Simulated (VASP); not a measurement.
# Be (Fm-3m) in VASP: further runs, part 2 of 2

VASP 6.6.1.

## 3. Single point, BLYP

This run uses another cell than the first one, of 7.89 Å³/atom, 1.042 times its volume.

INCAR

```
PREC     = Accurate       # precision mode
ENCUT    = 520            # plane-wave cutoff, eV
EDIFF    = 1E-6           # SCF threshold, eV
ISMEAR   = -1             # smearing method
SIGMA    = 0.1            # smearing width, eV
LREAL    = F              # projectors in reciprocal space
LASPH    = T              # aspherical terms in the spheres
NELM     = 60             # most SCF steps
ALGO     = Normal         # electronic algorithm
ISIF     = 2              # what is computed and relaxed
LWAVE    = F              # write WAVECAR
LCHARG   = F              # write CHGCAR
GGA      = B5             # functional
ALDAX    = 1.0          
AGGAX    = 1.0          
AGGAC    = 1.0          
ALDAC    = 0.0          
NBANDS   = 7              # bands
```

KPOINTS

```
Automatic mesh
0
Gamma
  19 19 19
```

POSCAR

```
Be
1.0
    0.0000000000      1.5800832824      1.5800832824
    1.5800832824      0.0000000000      1.5800832824
    1.5800832824      1.5800832824      0.0000000000
Be
1
Direct
    0.0000000000      0.0000000000      0.0000000000
```

Potentials or basis: VASP PAW PBE potentials, release 64 (Be).

On the command line:

```
cat potpaw_PBE.64/Be/POTCAR > POTCAR
mpirun -np 1 vasp_std > vasp.out
```

OUTCAR:

```text
PREC = Accurate
   ENCUT = 520
   EDIFF = 1E-6
   ISMEAR = -1
   LREAL = F
   LASPH = T
   NELM = 60
   ISIF = 2
   GGA = B5

 ion  position               nearest neighbor table
   1  0.000  0.000  0.000-

  LATTYP: Found a face centered cubic cell.
 ALAT       =     3.1601665648

  Lattice vectors:

 A1 = (   0.0000000000,   1.5800832824,   1.5800832824)
 A2 = (   1.5800832824,   0.0000000000,   1.5800832824)
 A3 = (   1.5800832824,   1.5800832824,   0.0000000000)

Analysis of symmetry for initial positions (statically):
=====================================================================
 Subroutine PRICEL returns:
 Original cell was already a primitive cell.

 Routine SETGRP: Setting up the symmetry group for a
 face centered cubic supercell.

 Subroutine GETGRP returns: Found 48 space group operations
 (whereof 48 operations were pure point group operations)
 out of a pool of 48 trial point group operations.

The static configuration has the point symmetry O_h .

Analysis of symmetry for dynamics (positions and initial velocities):
=====================================================================
 Subroutine PRICEL returns:
 Original cell was already a primitive cell.

 Routine SETGRP: Setting up the symmetry group for a
 face centered cubic supercell.

 Subroutine GETGRP returns: Found 48 space group operations
 (whereof 48 operations were pure point group operations)
 out of a pool of 48 trial point group operations.

The dynamic configuration has the point symmetry O_h .

 Subroutine INISYM returns: Found 48 space group operations
 (whereof 48 operations are pure point group operations),
 and found     1 'primitive' translations

----------------------------------------------------------------------------------------

                                     Primitive cell

  volume of cell :       7.8899

[... 100 lines left out ...]
   EFERMI =   0.00;   METHOD = LEGACY
   ISMEAR =    -1;   SIGMA  =   0.10  broadening in eV -4-tet -1-fermi 0-gaus
   EFERMI_NEDOS =   21; number of points for ismear=-14 and -15
   IALGO  =     38    algorithm
   IMIX   =      4    mixing-type and parameters
     AMIX     =   0.40;   BMIX     =  1.00
     AMIX_MAG =   1.60;   BMIX_MAG =  1.00
  volume/ion in A,a.u.               =       7.89        53.24
  Fermi-wavevector in a.u.,A,eV,Ry     =   1.036084  1.957914 14.605439  1.073469
  Thomas-Fermi vector in A             =   2.170458
   LORBIT       =      0    0 simple, 1 ext, 2 COOP (PROOUT), +10 PAW based schemes
   GGA     = B5    functional components
   LHFCALC =     F    Hartree Fock is set to
   AEXX    =    0.0000 exact exchange contribution
   IVDW    =     0    specifies the selected vdW correction
   LEPSILON=     F    determine dielectric tensor
   LRPA    =     F    only Hartree local field effects (RPA)
 non-spin polarized calculation
  energy-cutoff  :      520.00
  volume of cell :        7.89
 maximum number of plane-waves:       222
 NGX is ok and might be reduce to    18
   NGX =  9   NGY =  9   NGZ =  9

 number of electron       2.0000000 magnetization

 Free energy of the ion-electron system (eV)
  ---------------------------------------------------
  ext. energy  EPLUGINS =         0.00000000
  ---------------------------------------------------
  free energy    TOTEN  =        -3.02312906 eV

  energy without entropy =       -3.02031812  energy(sigma->0) =       -3.02172359

 E-fermi :   7.9472     XC(G=0): -10.0837

 val. band max:        7.6071180257   @ k =  -0.3158   0.4211   0.1053
 cond. band min:       8.0375772866   @ k =  -0.3684   0.3684   0.0000
 fundamental gap:      0.4304592609
 Fermi energy:         7.9472020307

 k-point     1 :       0.0000    0.0000    0.0000
  band No.  band energies     occupation
      1      -3.8107      2.00000
      2      27.0525      0.00000
      3      27.0525      0.00000
      4      27.0525      0.00000
      5      37.1387      0.00000
      6      37.1387      0.00000
      7      37.1387      0.00000
[... 221 lines left out ...]
 k-point    24 :      -0.2632    0.0526    0.0000
  band No.  band energies     occupation
      1      -1.1465      2.00000
      2      15.5599      0.00000
      3      23.6831      0.00000
      4      25.6206      0.00000
      5      35.5738      0.00000
      6      36.6419      0.00000
      7      37.7791      0.00000

 [... further k-points ...]
[... 5 lines left out ...]
  --------------------------------------------------------------------------------------
  -------------------------------------------------------------------------------------
  Total        0.0078843      0.0078843      0.0078843      0.0000000      0.0000000     -0.0000000
  in kB        1.6010480      1.6010480      1.6010480      0.0000000      0.0000000     -0.0000000
  external PRESSURE =       1.6010480 kB  Pullay stress =       0.0000000 kB

 VOLUME and BASIS-vectors are now :
 -----------------------------------------------------------------------------
  energy-cutoff  :      520.00
  volume of cell :        7.89
      direct lattice vectors                 reciprocal lattice vectors
     0.000000000  1.580083282  1.580083282    -0.316439017  0.316439017  0.316439017
     1.580083282  0.000000000  1.580083282     0.316439017 -0.316439017  0.316439017
     1.580083282  1.580083282  0.000000000     0.316439017  0.316439017 -0.316439017

 POSITION                                       TOTAL-FORCE (eV/Angst)
 -----------------------------------------------------------------------------------
      0.00000      0.00000      0.00000         0.000000      0.000000     -0.000000
 -----------------------------------------------------------------------------------
    total drift:                                0.000000      0.000000     -0.000000

  FREE ENERGIE OF THE ION-ELECTRON SYSTEM (eV)
  ---------------------------------------------------
  free  energy   TOTEN  =        -3.0231290644 eV

  energy  without entropy=       -3.0203181155  energy(sigma->0) =       -3.02172359
```

OSZICAR:

```text
N       E                     dE             d eps       ncg     rms          rms(c)
DAV:   1    -0.178813351898E+01   -0.17881E+01   -0.10757E+03  3304   0.229E+02
DAV:   2    -0.306428277102E+01   -0.12761E+01   -0.12162E+01  4333   0.251E+01
DAV:   3    -0.306627802763E+01   -0.19953E-02   -0.19951E-02  3605   0.916E-01
DAV:   4    -0.306627830300E+01   -0.27537E-06   -0.27512E-06  4844   0.110E-02
DAV:   5    -0.306627830238E+01    0.61301E-09   -0.96127E-11  3598   0.252E-05    0.777E-01
DAV:   6    -0.303515965637E+01    0.31119E-01   -0.30079E-03  3920   0.414E-01    0.472E-01
DAV:   7    -0.302309809106E+01    0.12062E-01   -0.36391E-03  3675   0.483E-01    0.434E-02
DAV:   8    -0.302313228537E+01   -0.34194E-04   -0.64229E-05  4179   0.571E-02    0.121E-02
DAV:   9    -0.302313046138E+01    0.18240E-05   -0.80786E-06  3864   0.249E-02    0.214E-03
DAV:  10    -0.302312925996E+01    0.12014E-05   -0.17487E-07  3122   0.435E-03    0.520E-04
DAV:  11    -0.302312906435E+01    0.19561E-06   -0.12986E-08  1792   0.114E-03
   1 F= -.30231291E+01 E0= -.30217236E+01  d E =-.281095E-02
```

It took 16 s on 1 thread of AMD EPYC 7R13 (Zen 3), shared host; peak memory 0.09 GiB.

Results:

```yaml
Free_energy: -3.0231 eV
Pressure: 0.2 GPa
Band_gap_on_the_k_mesh: zero (band 1 reaches 8.56 eV, above the bottom of band 2 at 8.04 eV)
```

Levels at points of the mesh, in eV from the Fermi level:
```
           k point  band 1  band 2  band 3  band 4
(0.00, 0.00, 0.00)  -11.76   19.11   19.11   19.11
```

Caveat: the PAW data sets were made with another functional, which shifts forces and pressure a little.
